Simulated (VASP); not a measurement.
The system is Ta.

```
Ta
1.0
    -1.65128    1.65128    1.65128
     1.65128   -1.65128    1.65128
     1.65128    1.65128   -1.65128
Ta
1
Direct
  0.00000 0.00000 0.00000
```

* Program: VASP 6.6.1
* Task: relaxation of cell and atoms
* Functional: PBE
* Dispersion: D3(BJ)
* Potentials or basis: VASP PAW PBE potentials, release 64 (Ta_pv)
* Cutoff: 600 eV
* k mesh: 18 × 18 × 18
* Occupations: gaussian, width 0.1 eV
* Spin: no spin polarisation

At the start: pressure -3.1 GPa; volume 18.01 Å³/atom.

**Question.** Where does the relaxation end?

**Answer.** Over 3 steps the energy falls by 2.6 meV/atom and the volume is 17.74 Å³/atom (-1.5 %); space group Im-3m (No. 229, to 0.05 Å).

Step by step:
```
step  energy change (eV)  largest force (eV/Å)  pressure (GPa)  volume (Å³)
   1              0.0000                0.0000           -3.05        18.01
   2              0.0115                0.0000            7.70        17.13
   3             -0.0026                0.0000           -0.03        17.74
```

Final structure:
```
Ta
1.0
    -1.64301    1.64301    1.64301
     1.64301   -1.64301    1.64301
     1.64301    1.64301   -1.64301
Ta
1
Direct
  0.00000 0.00000 0.00000
```

Caveat: pairwise dispersion overbinds metals, which lowers pressure and volume.
